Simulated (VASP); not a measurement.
Crystal: TiAl.

```xyz
2
Lattice="2.8284 0.0000 0.0000 0.0000 2.8284 0.0000 0.0000 0.0000 4.0700" Properties=species:S:1:pos:R:3 pbc="T T T"
Ti    0.0000    0.0000    0.0000
Al    1.4142    1.4142    2.0350
```

```yaml
Program: VASP 6.6.1
Task: relaxation of cell and atoms
Functional: PBEsol
Potentials_or_basis: VASP PAW PBE potentials, release 64 (Ti_sv, Al)
Cutoff: 600 eV
k_mesh: 20 × 20 × 14
Occupations: gaussian, width 0.1 eV
Spin: no spin polarisation
```

At the start: pressure -3.5 GPa; volume 16.28 Å³/atom.

Q: How do energy, volume and symmetry change on relaxing?

A: Over 11 steps the energy falls by 5.7 meV/atom and the volume is 15.78 Å³/atom (-3.0 %); space group P4/mmm (No. 123, to 0.1 Å) before and after.

The path:
```tsv
step	energy change (eV)	largest force (eV/Å)	pressure (GPa)	volume (Å³)
1	0.0000	0.0000	-3.52	32.56
2	-0.0061	0.0000	2.44	30.90
3	-0.0114	0.0000	0.12	31.56
4	-0.0114	0.0000	-0.08	31.59
5	-0.0114	0.0000	-0.10	31.59
6	-0.0114	0.0000	-0.11	31.59
7	-0.0114	0.0000	-0.14	31.59
8	-0.0114	0.0000	0.07	31.53
9	-0.0114	0.0000	0.03	31.57
10	-0.0114	0.0000	-0.02	31.57
11	-0.0114	0.0000	0.00	31.57
```

Final structure:
```
CELL_PARAMETERS angstrom
2.79497 0.00000 0.00000
0.00000 2.79497 0.00000
0.00000 0.00000 4.04119
ATOMIC_POSITIONS crystal
Ti 0.00000 0.00000 0.00000
Al 0.50000 0.50000 0.50000
```

Caveat: the PAW data sets were made with another functional, which shifts forces and pressure a little.
